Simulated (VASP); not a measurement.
Write the native input for VASP 6.6.1 that does the following.

```yaml
Task: single point
Functional: PBE
Potentials_or_basis: VASP PAW PBE potentials, release 64 (Si, C)
Cutoff: 520 eV
k_mesh: 12 × 12 × 4
Occupations: gaussian, width 0.05 eV
Spin: no spin polarisation
Dipole_correction: no
Further_INCAR_settings: ALGO = Normal; EDIFF = 1e-06; NBANDS = 26
```

The structure of SiC lies in POSCAR:

```
SiC
1.0
    2.9703553735      0.0000000000      0.0000000000
   -1.4851776867      2.5724032117      0.0000000000
    0.0000000000      0.0000000000     10.1293391985
Si C
4 4
Direct
    0.6666666667      0.3333333333      0.9378441878
    0.3333333333      0.6666666667      0.4378441878
    0.0000000000      0.0000000000      0.6878995565
    0.0000000000      0.0000000000      0.1878995565
    0.6666666667      0.3333333333      0.7498074459
    0.3333333333      0.6666666667      0.2498074459
    0.0000000000      0.0000000000      0.5004478098
    0.0000000000      0.0000000000      0.0004478098
```

This cell differs from its parent crystal: strain -0.040 along x and y, +0.000 along z.

One way to write it, as run:

INCAR

```
ALGO = Normal
EDIFF = 1E-6
ENCUT = 520
GGA = PE
ISIF = 2
ISMEAR = 0
LASPH = T
LCHARG = T
LELF = T
LREAL = F
LVHAR = T
LWAVE = F
NBANDS = 26
NELM = 80
PREC = Accurate
SIGMA = 0.05
```

KPOINTS

```
k-points
0
Gamma
  12 12 4
```

Potentials or basis: VASP PAW PBE potentials, release 64 (Si, C).

Run with:

```bash
$ cat potpaw_PBE.64/Si/POTCAR potpaw_PBE.64/C/POTCAR > POTCAR
$ mpirun -np 1 vasp_std > vasp.out
```

Results of the run:

```yaml
Pressure: 21.0 GPa
Largest_force: 0.524 eV/Å
Band_gap_on_the_k_mesh: 2.01 eV, indirect (least direct gap 3.28 eV)
```

Caveat: the cell differs from its parent crystal (strain -0.040 along x and y, +0.000 along z).

Wall time 73 s on 1 thread of AMD EPYC 9R45 96-Core Processor (Zen 5), with other jobs on the host, peak memory 0.21 GiB.
